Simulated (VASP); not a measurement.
Runs of VASP 6.6.1 on Mo4N. The structure is that of space group Pm-3m (No. 221), or close to it. The cells are those of the table. The cell was built from a structure type or drawn by symmetry, and may not be a known phase.

```tsv
task	spin	cell	k mesh	cutoff (eV)	gap on the mesh (eV)	pressure (GPa)	moment (μB)
relaxation of cell and atoms	off	relaxed from a = 4.118 Å, 5 atoms	10 × 10 × 10	600	none	0.0	-
single point	collinear	a = 4.318 Å, 5 atoms	4 × 4 × 4	520	none	(a)	0.00
single point	off	a = 4.116 Å, 5 atoms	10 × 10 × 10	520	none	0.5	-
single point	collinear	a = 4.118 Å, 5 atoms	4 × 4 × 4	520	none	0.4	0.00
relaxation of cell and atoms	collinear	relaxed from a = 4.318 Å, 5 atoms	4 × 4 × 4	600	none	0.0	0.00
```

Alike in all rows: level PBE; potentials or basis VASP PAW PBE potentials, release 64 (Mo_sv, N); smearing gaussian 0.1 eV.

Fill in the values left out.

(a) -28.6.

Caveats: some runs use coarse meshes; the relaxation stopped at its first step, so nothing moved (at least some runs).

A k mesh can miss the band edges, and the runs leave out spin-orbit coupling on Mo.

A gap of «none» marks levels without a gap at the run's occupations.
